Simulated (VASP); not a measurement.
# CdTe (F-43m) in VASP: further runs, part 2 of 2

VASP 6.6.1. The steps go on from the part before.

### 6 Single point, PBEsol

This run uses another cell than the first one, of 32.72 Å³/atom, 1.188 times its volume.

Input file INCAR:

```
SYSTEM = CdTe
PREC     = Accurate       ! precision mode
ENCUT    = 520            ! plane-wave cutoff, eV
EDIFF    = 1E-6           ! SCF threshold, eV
ISMEAR   = 0              ! smearing method
SIGMA    = 0.01           ! smearing width, eV
LREAL    = .FALSE.        ! projectors in reciprocal space
LASPH    = .TRUE.         ! aspherical terms in the spheres
NELM     = 80             ! most SCF steps
ALGO     = Normal         ! electronic algorithm
ISIF     = 2              ! what is computed and relaxed
LWAVE    = .FALSE.        ! write WAVECAR
LCHARG   = .TRUE.         ! write CHGCAR
GGA      = PS             ! functional
LELF     = .TRUE.         ! ELF
LVHAR    = .TRUE.       
NBANDS   = 16             ! bands
```

Input file KPOINTS:

```
regular mesh
0
G
  6 6 6
  0 0 0
```

Input file POSCAR:

```
CdTe
1.0
    3.1984000503      3.1984000503      0.0000000000
   -3.1984000503      3.1984000503      0.0000000000
    0.0000000000      3.1984000503      3.1984000503
Cd Te
1 1
Direct
    0.0000000000      0.0000000000      0.0000000000
    0.7500000000      0.2500000000      0.5000000000
```

Potentials or basis: VASP PAW PBE potentials, release 64 (Cd, Te).

The run is started by

```sh
$ cat potpaw_PBE.64/Cd/POTCAR potpaw_PBE.64/Te/POTCAR > POTCAR
$ mpirun -np 1 vasp_std > vasp.out
```

OUTCAR:

```text
SYSTEM = CdTe
   PREC = Accurate
   ENCUT = 520
   EDIFF = 1E-6
   ISMEAR = 0
   LREAL = .FALSE.
   LASPH = .TRUE.
   NELM = 80
   ISIF = 2
   GGA = PS

 ion  position               nearest neighbor table
   1  0.000  0.000  0.000-   2 2.77   2 2.77   2 2.77   2 2.77
   2  0.750  0.250  0.500-   1 2.77   1 2.77   1 2.77   1 2.77

  LATTYP: Found a face centered cubic cell.
 ALAT       =     6.3968001006

  Lattice vectors:

 A1 = (   0.0000000000,   3.1984000503,   3.1984000503)
 A2 = (   3.1984000503,   0.0000000000,   3.1984000503)
 A3 = (   3.1984000503,   3.1984000503,   0.0000000000)

Analysis of symmetry for initial positions (statically):
=====================================================================
 Subroutine PRICEL returns:
 Original cell was already a primitive cell.

 Routine SETGRP: Setting up the symmetry group for a
 face centered cubic supercell.

 Subroutine GETGRP returns: Found 24 space group operations
 (whereof 24 operations were pure point group operations)
 out of a pool of 48 trial point group operations.

The static configuration has the point symmetry T_d .

[... 149 lines left out ...]

  energy without entropy =       -5.46296294  energy(sigma->0) =       -5.46296294

 E-fermi :   2.6478     XC(G=0):  -8.9550

 val. band max:        2.5805163146   @ k =   0.0000   0.0000   0.0000
 cond. band min:       3.3584240013   @ k =   0.0000   0.0000   0.0000
 fundamental gap:      0.7779076867
 Fermi energy:         2.6478227100

 k-point     1 :       0.0000    0.0000    0.0000
  band No.  band energies     occupation
      1      -8.8658      2.00000
      2      -5.8256      2.00000
      3      -5.8256      2.00000
      4      -5.8256      2.00000
      5      -5.5303      2.00000
      6      -5.5303      2.00000
[... 281 lines left out ...]
      3      -5.6744      2.00000
      4      -5.5861      2.00000
      5      -5.5167      2.00000
      6      -4.9270      2.00000
[... 8 lines left out ...]
     15      13.7865      0.00000
     16      14.0019      0.00000

------------------------ aborting loop because EDIFF is reached ----------------------------------------

  FORCE on cell =-STRESS in cart. coord.  units (eV):
  Direction    XX          YY          ZZ          XY          YZ          ZX
  --------------------------------------------------------------------------------------
  -------------------------------------------------------------------------------------
  Total        0.8926937      0.8926937      0.8926937      0.0000000      0.0000000     -0.0000000
  in kB       21.8567062     21.8567062     21.8567062      0.0000000      0.0000000     -0.0000000
  external PRESSURE =      21.8567062 kB  Pullay stress =       0.0000000 kB

 VOLUME and BASIS-vectors are now :
 -----------------------------------------------------------------------------
  energy-cutoff  :      520.00
  volume of cell :       65.44
      direct lattice vectors                 reciprocal lattice vectors
     3.198400050  3.198400050  0.000000000     0.156328162  0.156328162 -0.156328162
    -3.198400050  3.198400050  0.000000000    -0.156328162  0.156328162 -0.156328162
     0.000000000  3.198400050  3.198400050     0.000000000  0.000000000  0.312656323

 POSITION                                       TOTAL-FORCE (eV/Angst)
 -----------------------------------------------------------------------------------
      0.00000      0.00000      0.00000        -0.000000     -0.000000      0.000000
      1.59920      4.79760      1.59920         0.000000      0.000000      0.000000
 -----------------------------------------------------------------------------------
    total drift:                                0.000001      0.000000      0.000000

  FREE ENERGIE OF THE ION-ELECTRON SYSTEM (eV)
  ---------------------------------------------------
  free  energy   TOTEN  =        -5.4629629423 eV

  energy  without entropy=       -5.4629629423  energy(sigma->0) =       -5.46296294
```

Run time: 19 s. Hardware: 1 thread of Intel Xeon Platinum 8259CL at 2.50GHz (Skylake/Cascade Lake), shared host; peak memory 0.2 GiB.

What came out:

| Quantity | Value |
| --- | --- |
| Free energy | -5.4630 eV |
| Pressure | 2.2 GPa |
| Band gap on the k mesh | 0.78 eV, direct |

Caveat: the PAW data sets were made with another functional, which shifts forces and pressure a little; spin-orbit coupling is left out, which moves the levels of the heavy elements.

### 7 Summary

| cell | gap on the mesh (eV) | pressure (GPa) |
| --- | --- | --- |
| a = 4.271 Å, angles 60.0, 60.0, 90.0°, 2 atoms | 1.31 | 15.4 |
| a = 4.346 Å, angles 60.0, 60.0, 90.0°, 2 atoms | 1.15 | 10.3 |
| a = 4.402 Å, angles 60.0, 60.0, 90.0°, 2 atoms | 1.03 | 7.2 |
| a = 4.469 Å, angles 60.0, 60.0, 90.0°, 2 atoms | 0.89 | 4.2 |
| a = 4.523 Å, angles 60.0, 60.0, 90.0°, 2 atoms | 0.78 | 2.2 |

Alike in all rows: task single point; level PBEsol; potentials or basis VASP PAW PBE potentials, release 64 (Cd, Te); no spin polarisation; k mesh 6 × 6 × 6; cutoff (eV) 520; smearing gaussian 0.01 eV.

Caveats: the PAW data sets were made with another functional, which shifts forces and pressure a little; spin-orbit coupling is left out, which moves the levels of the heavy elements.

Total energies depend on the potentials used, so only differences within one code and one set of settings carry meaning.
